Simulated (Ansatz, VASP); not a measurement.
**BAs in VASP and in Ansatz**

INCAR

```
  PREC = Accurate
  ENCUT = 500
  EDIFF = 1E-6
  ISMEAR = 0
  SIGMA = 0.02
  LREAL = False
  LASPH = True
  NELM = 120
  ALGO = Normal
  ISIF = 2
  LWAVE = False
  LCHARG = False
  GGA = PE
  NBANDS = 11
  GGA_COMPAT = False
```

Contents of KPOINTS:

```
regular mesh
0
Gamma
  10 10 10
```

File POSCAR:

```
BAs
1.0
    0.0000000000      2.4515414982      2.4515414982
    2.4515414982      0.0000000000      2.4515414982
    2.4515414982      2.4515414982      0.0000000000
B As
1 1
Direct
    0.0000000000      0.0000000000      0.0000000000
    0.2500000000      0.2500000000      0.2500000000
```

Input for Ansatz:

```yaml
crystal:
  lattice:
    - [0.0, 2.4515414982, 2.4515414982]
    - [2.4515414982, 0.0, 2.4515414982]
    - [2.4515414982, 2.4515414982, 0.0]
  atoms:
    - { symbol: B, position: [0.0, 0.0, 0.0] }
    - { symbol: As, position: [0.25, 0.25, 0.25] }
basis: {}
kpoints:
  mp_grid: { grid: [10, 10, 10] }
hamiltonian:
  xc: pbe
  pseudopotentials: { kind: all_electron, lapw: {} }
scf:
  occupations: { method: gaussian, width: 0.02 }
output:
  forces: true
  stress: true
  eigenvalues: true
```

Alike in both runs: task single point; functional PBE; k mesh 10 × 10 × 10; occupations gaussian, width 0.02 eV; no spin polarisation.

|  | VASP | Ansatz |
| --- | --- | --- |
| version | VASP 6.6.1 | Ansatz 0.2.0 |
| potentials or method | VASP PAW PBE potentials, release 64 (B, As), cutoff 500 eV | scalar-relativistic, all-electron LAPW |

|  | VASP | Ansatz | Ansatz less VASP |
| --- | --- | --- | --- |
| gap on the k mesh at the Fermi level (eV) | 1.25 | 1.26 | +0.009 |
| least direct gap on the mesh (eV) | 3.18 | 3.19 | +0.007 |
| pressure (GPa) | -6.3 | -6.8 | -0.47 |

Ansatz ran all-electron here, and VASP with PAW potentials.
